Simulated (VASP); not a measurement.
# Ru (Pm-3m) in VASP: notebook

Runs on Ru. Level: r2SCAN. Tasks: single point, relaxation of cell and atoms.

All numbers are computed with VASP 6.6.1; they aren't measurements. Logs are shortened: lines on timing, memory, paths and dates and some standing lists are left out, and cuts for length are marked.

## Step 1: The cell of the first run

It takes space group Pm-3m (No. 221, cubic). The conventional cell has a = 2.458 Å, b = 2.458 Å, c = 2.458 Å, α = 90.00°, β = 90.00°, γ = 90.00°. Within 3.2 Å of Ru (site symmetry m-3m) lie 6 Ru at 2.46 Å.

This isn't the form of Ru at room conditions, which is hcp.

## Step 2: Single point, r2SCAN (14.85 Å³/atom)

Input file POSCAR:

```
Ru
1.0
    2.4577692522      0.0000000000      0.0000000000
    0.0000000000      2.4577692522      0.0000000000
    0.0000000000      0.0000000000      2.4577692522
Ru
1
Direct
    0.0000000000      0.0000000000      0.0000000000
```

Input file INCAR.step1:

```
PREC = Accurate
ENCUT = 620
ISMEAR = -1
SIGMA = 0.1
LREAL = F
LASPH = T
NELM = 120
NBANDS = 14
GGA = PE
ALGO = Normal
EDIFF = 1E-5
LWAVE = T
LCHARG = F
GGA_COMPAT = F
```

Input file INCAR.step2:

```
PREC = Accurate
ENCUT = 620
EDIFF = 1E-6
ISMEAR = -1
SIGMA = 0.1
LREAL = F
LASPH = T
NELM = 120
ALGO = Normal
ISIF = 2
LWAVE = F
LCHARG = F
METAGGA = R2SCAN
LMIXTAU = T
NBANDS = 14
ISTART = 1
GGA_COMPAT = F
```

Input file KPOINTS:

```
regular mesh
0
Gamma
  14 14 14
```

Potentials or basis: VASP PAW PBE potentials, release 64 (Ru_sv).

Run with:

```bash
> cat potpaw_PBE.64/Ru_sv/POTCAR > POTCAR
> cp INCAR.step1 INCAR
> mpirun -np 1 vasp_std > vasp.out
> cp INCAR.step2 INCAR
> mpirun -np 1 vasp_std > vasp.out
```

OUTCAR:

```text
PREC = Accurate
   ENCUT = 620
   EDIFF = 1E-6
   ISMEAR = -1
   LREAL = F
   LASPH = T
   NELM = 120
   ISIF = 2
   METAGGA = R2SCAN
   ISTART = 1

 ion  position               nearest neighbor table
   1  0.000  0.000  0.000-

  LATTYP: Found a simple cubic cell.
 ALAT       =     2.4577692522

  Lattice vectors:

 A1 = (   2.4577692522,   0.0000000000,   0.0000000000)
 A2 = (   0.0000000000,   2.4577692522,   0.0000000000)
 A3 = (   0.0000000000,   0.0000000000,   2.4577692522)

Analysis of symmetry for initial positions (statically):
=====================================================================
 Subroutine PRICEL returns:
 Original cell was already a primitive cell.

 Routine SETGRP: Setting up the symmetry group for a
 simple cubic supercell.

 Subroutine GETGRP returns: Found 48 space group operations
 (whereof 48 operations were pure point group operations)
 out of a pool of 48 trial point group operations.

The static configuration has the point symmetry O_h .

Analysis of symmetry for dynamics (positions and initial velocities):
=====================================================================
 Subroutine PRICEL returns:
 Original cell was already a primitive cell.

 Routine SETGRP: Setting up the symmetry group for a
 simple cubic supercell.

 Subroutine GETGRP returns: Found 48 space group operations
 (whereof 48 operations were pure point group operations)
 out of a pool of 48 trial point group operations.

The dynamic configuration has the point symmetry O_h .

 Subroutine INISYM returns: Found 48 space group operations
 (whereof 48 operations are pure point group operations),
 and found     1 'primitive' translations

----------------------------------------------------------------------------------------

                                     Primitive cell

  volume of cell :      14.8465

  direct lattice vectors                    reciprocal lattice vectors
     2.457769252  0.000000000  0.000000000     0.406873021  0.000000000  0.000000000
     0.000000000  2.457769252  0.000000000     0.000000000  0.406873021  0.000000000
     0.000000000  0.000000000  2.457769252     0.000000000  0.000000000  0.406873021

  length of vectors
     2.457769252  2.457769252  2.457769252     0.406873021  0.406873021  0.406873021

  position of ions in fractional coordinates (direct lattice)
     0.000000000  0.000000000  0.000000000

  ion indices of the primitive-cell ions
   primitive index   ion index
                 1           1

----------------------------------------------------------------------------------------

 KPOINTS: regular mesh

Automatic generation of k-mesh.
 Grid dimensions read from file:
 generate k-points for:   14   14   14

 Generating k-lattice:

  Cartesian coordinates                     Fractional coordinates (reciprocal lattice)
     0.029062359  0.000000000  0.000000000     0.071428571  0.000000000  0.000000000
     0.000000000  0.029062359  0.000000000     0.000000000  0.071428571  0.000000000
     0.000000000  0.000000000  0.029062359     0.000000000  0.000000000  0.071428571

  Length of vectors
     0.029062359  0.029062359  0.029062359

  Shift w.r.t. Gamma in fractional coordinates (k-lattice)
     0.000000000  0.000000000  0.000000000

 Subroutine IBZKPT returns following result:
 ===========================================

 Found    120 irreducible k-points:

 Following reciprocal coordinates:
            Coordinates               Weight
  0.000000  0.000000  0.000000      1.000000
  0.071429  0.000000  0.000000      6.000000
  0.142857  0.000000  0.000000      6.000000
  0.214286  0.000000  0.000000      6.000000
  0.285714  0.000000  0.000000      6.000000
  0.357143  0.000000  0.000000      6.000000
[... 16 lines left out ...]
  0.285714  0.214286  0.000000     24.000000
  0.357143  0.214286  0.000000     24.000000
 [... further k-points ...]
   k-points           NKPTS =    120   k-points in BZ     NKDIM =    120   number of bands    NBANDS=     14
   number of dos      NEDOS =    301   number of ions     NIONS =      1
   total plane-waves  NPLWV =   8000
   dimension x,y,z NGX =    20 NGY =   20 NGZ =   20
   dimension x,y,z NGXF=    40 NGYF=   40 NGZF=   40
   ions per type =               1
   NGX,Y,Z   is equivalent  to a cutoff of  13.53, 13.53, 13.53 a.u.
   NGXF,Y,Z  is equivalent  to a cutoff of  27.06, 27.06, 27.06 a.u.
 SYSTEM =  unknown system
   PREC   = accura    normal or accurate (medium, high low for compatibility)
   ISTART =      1    job   : 0-new  1-cont  2-samecut
   ICHARG =      0    charge: 1-file 2-atom 10-const
   ISPIN  =      1    spin polarized calculation?
   LNONCOLLINEAR =      F non collinear calculations
   LSORBIT =      F    spin-orbit coupling
   LASPH  =      T    aspherical Exc in radial PAW
   ENCUT  =  620.0 eV  45.57 Ry    6.75 a.u.   4.99  4.99  4.99*2*pi/ulx,y,z
   NELM   =    120;   NELMIN=  2; NELMDL=  0     # of ELM steps
   EDIFF  = 0.1E-05   stopping-criterion for ELM
   LREAL  =      F    real-space projection
   EDIFFG = 0.1E-04   stopping-criterion for IOM
   NSW    =      0    number of steps for IOM
   IBRION =     -1    ionic relax: 0-MD 1-quasi-New 2-CG
   NFREE  =      0    steps in history (QN), initial steepest desc. (CG)
   ISIF   =      2    stress and relaxation
   ISYM   =      2    0-nonsym 1-usesym 2-fastsym
   POTIM  = 0.5000    time-step for ionic-motion
   TEBEG  =    0.0;   TEEND  =   0.0 temperature during run
   PSTRESS=    0.0 pullay stress
   NELECT =      16.0000    total number of electrons
   NUPDOWN=      -1.0000    fix difference up-down
   EMIN   =  10.00;   EMAX   =-10.00  energy-range for DOS
   EFERMI =   0.00;   METHOD = LEGACY
   ISMEAR =    -1;   SIGMA  =   0.10  broadening in eV -4-tet -1-fermi 0-gaus
   EFERMI_NEDOS =   21; number of points for ismear=-14 and -15
   IALGO  =     38    algorithm
   IMIX   =      4    mixing-type and parameters
     AMIX     =   0.40;   BMIX     =  1.00
     AMIX_MAG =   1.60;   BMIX_MAG =  1.00
  volume/ion in A,a.u.               =      14.85       100.19
  Fermi-wavevector in a.u.,A,eV,Ry     =   1.678445  3.171801 38.330017  2.817177
  Thomas-Fermi vector in A             =   2.762533
   LORBIT       =      0    0 simple, 1 ext, 2 COOP (PROOUT), +10 PAW based schemes
   METAGGA = R2SCAN    functional components
   LHFCALC =     F    Hartree Fock is set to
   AEXX    =    0.0000 exact exchange contribution
   IVDW    =     0    specifies the selected vdW correction
   LEPSILON=     F    determine dielectric tensor
   LRPA    =     F    only Hartree local field effects (RPA)
 non-spin polarized calculation
  energy-cutoff  :      620.00
  volume of cell :       14.85
 maximum number of plane-waves:       552
 NGX is ok and might be reduce to    20
   NGX =  9   NGY =  9   NGZ =  9

 number of electron      15.9999995 magnetization

 Free energy of the ion-electron system (eV)
  ---------------------------------------------------
  ext. energy  EPLUGINS =         0.00000000
  ---------------------------------------------------
  free energy    TOTEN  =       -24.30157644 eV

  energy without entropy =      -24.25567879  energy(sigma->0) =      -24.27862761

 E-fermi :  13.6100     XC(G=0): -14.5730

 val. band max:       13.6027946622   @ k =   0.2857   0.0714   0.0714
 cond. band min:      13.6468122450   @ k =   0.4286   0.4286   0.2857
 fundamental gap:      0.0440175828
 Fermi energy:        13.6100179706

 k-point     1 :       0.0000    0.0000    0.0000
  band No.  band energies     occupation
      1     -61.6682      2.00000
      2     -30.1564      2.00000
      3     -30.1564      2.00000
      4     -30.1564      2.00000
      5       5.9173      2.00000
      6       7.5151      2.00000
      7       7.5151      2.00000
      8      15.4761      0.00000
      9      15.4761      0.00000
     10      15.4761      0.00000
     11      31.5807      0.00000
     12      31.5807      0.00000
     13      31.5807      0.00000
     14      39.9774      0.00000

 k-point     2 :       0.0714    0.0000    0.0000
  band No.  band energies     occupation
      1     -61.6593      2.00000
      2     -30.2280      2.00000
      3     -30.1504      2.00000
      4     -30.1504      2.00000
      5       6.0884      2.00000
      6       7.5542      2.00000
      7       7.7010      2.00000
      8      15.2886      0.00000
      9      15.2886      0.00000
     10      15.4903      0.00000
     11      30.5860      0.00000
     12      31.8999      0.00000
     13      31.8999      0.00000
     14      38.6748      0.00000

 k-point     3 :       0.1429    0.0000    0.0000
  band No.  band energies     occupation
      1     -61.6341      2.00000
      2     -30.4261      2.00000
      3     -30.1335      2.00000
      4     -30.1335      2.00000
      5       6.5230      2.00000
      6       7.6654      2.00000
      7       8.2962      2.00000
      8      14.7936      0.00001
      9      14.7936      0.00001
     10      15.5302      0.00000
     11      28.5516      0.00000
     12      32.7764      0.00000
     13      32.7764      0.00000
     14      36.5916      0.00000

 k-point     4 :       0.2143    0.0000    0.0000
  band No.  band energies     occupation
      1     -61.5976      2.00000
      2     -30.7061      2.00000
      3     -30.1090      2.00000
      4     -30.1090      2.00000
      5       7.0686      2.00000
      6       7.8309      2.00000
      7       9.3279      2.00000
      8      14.1435      0.00959
      9      14.1435      0.00959
     10      15.5883      0.00000
     11      26.4125      0.00000
     12      34.0226      0.00000
     13      34.0226      0.00000
     14      34.6338      0.00000

 k-point     5 :       0.2857    0.0000    0.0000
  band No.  band energies     occupation
      1     -61.5568      2.00000
      2     -31.0091      2.00000
      3     -30.0816      2.00000
      4     -30.0816      2.00000
      5       7.6356      2.00000
      6       8.0218      2.00000
      7      10.6642      2.00000
      8      13.4918      1.53051
      9      13.4918      1.53051
     10      15.6536      0.00000
     11      24.5238      0.00000
[... 276 lines left out ...]
 k-point    22 :       0.2143    0.2143    0.0000
  band No.  band energies     occupation
      1     -61.5279      2.00000
      2     -30.6643      2.00000
      3     -30.6325      2.00000
      4     -30.0624      2.00000
      5       7.9072      2.00000
      6       9.1177      2.00000
      7      10.0140      2.00000
      8      13.1343      1.98296
      9      14.1803      0.00665
     10      14.4537      0.00043
     11      27.5522      0.00000
     12      28.8204      0.00000
     13      35.0060      0.00000
     14      36.5390      0.00000

 k-point    23 :       0.2857    0.2143    0.0000
  band No.  band energies     occupation
      1     -61.4876      2.00000
      2     -30.9467      2.00000
      3     -30.6143      2.00000
      4     -30.0356      2.00000
      5       8.2431      2.00000
      6       9.2910      2.00000
      7      10.7771      2.00000
      8      13.3554      1.85457
      9      13.6644      0.73439
     10      14.4394      0.00050
     11      25.8105      0.00000
     12      29.4757      0.00000
     13      34.3053      0.00000
     14      37.9537      0.00000

 k-point    24 :       0.3571    0.2143    0.0000
  band No.  band energies     occupation
      1     -61.4511      2.00000
      2     -31.2079      2.00000
      3     -30.5846      2.00000
      4     -30.0113      2.00000
      5       8.5502      2.00000
      6       9.2582      2.00000
      7      11.0515      2.00000
      8      13.1559      1.97890
      9      14.5158      0.00023
     10      14.5779      0.00013
     11      23.9754      0.00000
     12      30.4457      0.00000
     13      33.6259      0.00000
     14      38.8995      0.00000

 [... further k-points ...]
[... 5 lines left out ...]
  --------------------------------------------------------------------------------------
  -------------------------------------------------------------------------------------
  Total        1.0418903      1.0418903      1.0418903      0.0000000      0.0000000     -0.0000000
  in kB      112.4370013    112.4370013    112.4370013      0.0000000      0.0000000     -0.0000000
  external PRESSURE =     112.4370013 kB  Pullay stress =       0.0000000 kB

 VOLUME and BASIS-vectors are now :
 -----------------------------------------------------------------------------
  energy-cutoff  :      620.00
  volume of cell :       14.85
      direct lattice vectors                 reciprocal lattice vectors
     2.457769252  0.000000000  0.000000000     0.406873021  0.000000000  0.000000000
     0.000000000  2.457769252  0.000000000     0.000000000  0.406873021  0.000000000
     0.000000000  0.000000000  2.457769252     0.000000000  0.000000000  0.406873021

 POSITION                                       TOTAL-FORCE (eV/Angst)
 -----------------------------------------------------------------------------------
      0.00000      0.00000      0.00000         0.000000      0.000000      0.000000
 -----------------------------------------------------------------------------------
    total drift:                                0.000000      0.000000      0.000000

  FREE ENERGIE OF THE ION-ELECTRON SYSTEM (eV)
  ---------------------------------------------------
  free  energy   TOTEN  =       -24.3015764370 eV

  energy  without entropy=      -24.2556787894  energy(sigma->0) =      -24.27862761
```

It took 45 s on 1 thread of Intel Xeon Platinum 8375C at 2.90GHz (Ice Lake), shared host; peak memory 0.14 GiB.

Results:

```
Free energy            : -24.3016 eV
Pressure               : 11.2 GPa
Band gap on the k mesh : zero (bands 8 and 9 overlap by 5.07 eV)
```

Levels at points of the mesh, in eV from the Fermi level:
```tsv
k point	band 6	band 7	band 8	band 9	band 10	band 11
(0.00, 0.00, 0.00)	-6.09	-6.09	1.87	1.87	1.87	17.97
(0.50, 0.00, 0.00)	-4.89	-1.13	-1.13	-0.19	2.16	8.31
(0.50, 0.50, 0.00)	-4.04	-0.54	-0.54	3.99	6.24	6.24
(0.50, 0.50, 0.50)	-5.38	-5.38	4.19	4.19	9.70	14.05
```

Caveat: the cell stands under pressure; the PAW data sets were made with another functional, which shifts forces and pressure a little.

(Part 1 of 2 ends here.)

The gap in the log of VASP goes by the Fermi energy; the results here count the filled bands.